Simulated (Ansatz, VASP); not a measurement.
**Two plane-wave programs on K3LuN2**

```
K Lu N
1.0
     4.43788    0.00000    0.00000
    -2.21894    3.84332    0.00000
     0.00000    0.00000    6.80444
K Lu N
3 1 2
Cartesian
  0.0000 2.5622 3.4022
  2.2189 1.2811 0.0000
  2.2189 1.2811 3.4022
  0.0000 2.5622 0.0000
  0.0000 0.0000 1.4307
  0.0000 0.0000 5.3738
```

Change from the starting cell: species swapped into the Eu2Ge3Au type (P-6m2, No. 187).

Alike in both runs: functional PBE; k mesh 6 × 6 × 4; occupations gaussian, width 0.1 eV; no spin polarisation.

Ansatz relaxed the structure, and its values are those at the end. VASP's run is a single point on that final structure, the one shown.

```csv
,VASP,Ansatz
version,VASP 6.6.1,Ansatz 0.2.0
potentials or method,"VASP PAW PBE potentials, release 64 (K_sv, Lu, N), cutoff 520 eV","scalar-relativistic, plane waves, PAW"
valence electrons in the cell,62,62
```

|  | VASP | Ansatz | Ansatz less VASP |
| --- | --- | --- | --- |
| gap on the k mesh at the Fermi level (eV) | none | none | - |
| pressure (GPa) | 0.4 | -0.1 | -0.49 |
| rms of the force components (eV/Å) | 0.014 | 0.012 | -0.0021 |

A gap of «none» marks a metal or a gap that the smearing closes. With one functional, cell and mesh, what is left measures potentials, basis and numerics.

Neither program's run includes spin-orbit coupling.
